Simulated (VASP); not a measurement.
**ZnSe: single point with LDA**

The system is ZnSe.

```
Zn Se
1.0
     2.72808    2.72808    0.00000
    -2.72808    2.72808    0.00000
     0.00000    2.72808    2.84971
Zn Se
1 1
Direct
  0.00000 0.00000 0.00000
  0.75000 0.25000 0.50000
```

This cell differs from its parent crystal: in-plane strain -0.02, then relaxed in part.

| Quantity | Value |
| --- | --- |
| Program | VASP 6.6.1 |
| Task | single point |
| Functional | LDA |
| Potentials or basis | VASP PAW LDA potentials, release 64 (Zn, Se) |
| Cutoff | 520 eV |
| k mesh | 8 × 8 × 8 |
| Occupations | gaussian, width 0.01 eV |
| Spin | no spin polarisation |
| Dipole correction | no |
| Further INCAR settings | ALGO = Normal; EDIFF = 1e-06; NBANDS = 16 |

```json
{"Pressure": "1.6 GPa", "Band gap on the k mesh": "1.29 eV, direct"}
```

Stress tensor (GPa, compression positive):
```
2.21 0.00 0.00
0.00 2.21 0.00
0.00 0.00 0.41
```

Levels at points of the mesh, in eV from the valence-band top:
```tsv
k point	band 7	band 8	band 9	band 10	band 11	band 12
(0.00, 0.00, 0.00)	-0.19	0.00	0.00	1.29	5.62	5.62
(0.50, 0.00, 0.00)	-5.81	-1.18	-0.90	2.41	6.06	6.40
(0.50, 0.50, 0.00)	-5.11	-2.65	-2.56	2.51	3.11	11.11
(0.00, 0.00, 0.50)	-5.38	-2.35	-2.35	2.74	3.53	10.70
```

Wall time 30 s on 1 thread of Intel(R) Xeon(R) Platinum 8375C CPU @ 2.90GHz (Ice Lake) (shared host), peak memory 0.17 GiB.

Caveat: the cell differs from its parent crystal (in-plane strain -0.02, then relaxed in part).
